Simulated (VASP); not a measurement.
Here is a VASP 6.6.1 calculation.

File INCAR:

```
PREC = Accurate
ENCUT = 600
EDIFF = 1E-6
ISMEAR = -1
SIGMA = 0.02
LREAL = False
LASPH = True
NELM = 80
ALGO = Normal
ISIF = 3
LWAVE = False
LCHARG = False
GGA = CA
IBRION = 2
NSW = 80
EDIFFG = -0.005
```

Contents of KPOINTS:

```
regular mesh
0
Gamma
  6 6 4
```

Contents of POSCAR:

```
CdS
1.0
    4.4324862168      0.0000000000      0.0000000000
   -2.2162431084      3.8386456656      0.0000000000
    0.0000000000      0.0000000000      5.8308018859
Cd S
2 2
Direct
    0.3333333333      0.6666666667      0.2500000000
    0.6666666667      0.3333333333      0.7500000000
    0.6666666667      0.3333333333      0.2500000000
    0.3333333333      0.6666666667      0.7500000000
```

Potentials or basis: VASP PAW LDA potentials, release 64 (Cd, S).

The run is started by

```console
$ cat potpaw_LDA.64/Cd/POTCAR potpaw_LDA.64/S/POTCAR > POTCAR
$ mpirun -np 1 vasp_std > vasp.out
```

Problem. Predict the relaxed cell.

Solution. a = 4.338 Å, b = 4.338 Å, c = 5.618 Å, α = 90.00°, β = 90.00°, γ = 120.00°.

Problem. Predict the space group after relaxing (to 0.1 Å).

Solution. P6_3/mmc (No. 194).

Final structure:
```
CELL_PARAMETERS angstrom
4.33785 0.00000 0.00000
-2.16892 3.75669 0.00000
0.00000 0.00000 5.61808
ATOMIC_POSITIONS crystal
Cd 0.33333 0.66667 0.25000
Cd 0.66667 0.33333 0.75000
S 0.66667 0.33333 0.25000
S 0.33333 0.66667 0.75000
```
